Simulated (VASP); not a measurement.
Crystal: NaFeO3.

```
Na Fe O
1.0
     3.83048    0.00000    0.00000
     0.00000    3.83048    0.00000
     0.00000    0.00000    3.83048
Na Fe O
1 1 3
Direct
  0.00000 0.00000 0.00000
  0.50000 0.50000 0.50000
  0.50000 0.50000 0.00000
  0.50000 0.00000 0.50000
  0.00000 0.50000 0.50000
```

Base run:

```yaml
Program: VASP 6.6.1
Functional: LDA
Potentials_or_basis: VASP PAW LDA potentials, release 64 (Na_pv, Fe, O)
Cutoff: 520 eV
k_mesh: 7 × 7 × 7
Occupations: fermi-dirac, width 0.1 eV
Spin: collinear spin, ferromagnetic start
Starting_moments: "[0.0, 2.4, 0.0, 0.0, 0.0] μB"
Hubbard_terms: Fe d U = 6.0 eV
```

Its results: pressure -11.7 GPa; net moment 4.86 μB per cell; site moments Na -0.00; Fe +3.86; O +0.28 μB.

Problem. The run is repeated on the same cell with these changes: hubbard terms from Fe d U = 6.0 eV to Fe d U = 4.0 eV. What comes out?

Solution. Pressure -13.9 GPa; net moment 4.76 μB per cell; site moments Na -0.00; Fe +3.46; O +0.35 μB.

Caveats: a cell with one magnetic atom can't hold antiferromagnetic order, which such compounds often take.
